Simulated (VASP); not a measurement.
Input of a VASP 6.6.1 run:

The input INCAR:

```
SYSTEM = NbB2
ALGO = Normal
EDIFF = 1E-7
EDIFFG = -0.005
ENCUT = 600
IBRION = 2
ISIF = 3
ISMEAR = 0
LASPH = .True.
LCHARG = .False.
LREAL = .False.
LWAVE = .False.
NELM = 100
NSW = 70
PREC = Accurate
SIGMA = 0.1
```

The input KPOINTS:

```
k-points
0
Gamma
  15 15 12
  0 0 0
```

The input POSCAR:

```
NbB2
1.0
    3.1082256571      0.0000000000      0.0000000000
   -1.5541128286      2.6918023797      0.0000000000
    0.0000000000      0.0000000000      3.3285446733
Nb B
1 2
Direct
    0.0000000000      0.0000000000      0.0000000000
    0.3333333333      0.6666666667      0.5000000000
    0.6666666667      0.3333333333      0.5000000000
```

Potentials or basis: VASP PAW LDA potentials, release 64 (Nb_sv, B).

Run with:

```console
$ cat potpaw_LDA.64/Nb_sv/POTCAR potpaw_LDA.64/B/POTCAR > POTCAR
$ mpirun -np 1 vasp_std > vasp.out
```

Q: Predict the relaxed volume.

A: 8.94 Å³/atom.

Q: Predict the relaxed cell.

A: a = 3.074 Å, b = 3.074 Å, c = 3.276 Å, α = 90.00°, β = 90.00°, γ = 120.00°.

Final structure:
```yaml
crystal:
  lattice:
    - [3.07393, 0.00000, 0.00000]
    - [-1.53697, 2.66211, 0.00000]
    - [0.00000, 0.00000, 3.27615]
  atoms:
    - { symbol: Nb, position: [0.00000, 0.00000, 0.00000] }
    - { symbol: B, position: [0.33333, 0.66667, 0.50000] }
    - { symbol: B, position: [0.66667, 0.33333, 0.50000] }
```

LDA usually gives volumes a few per cent too small. Zero-point motion and thermal expansion aren't in these numbers.
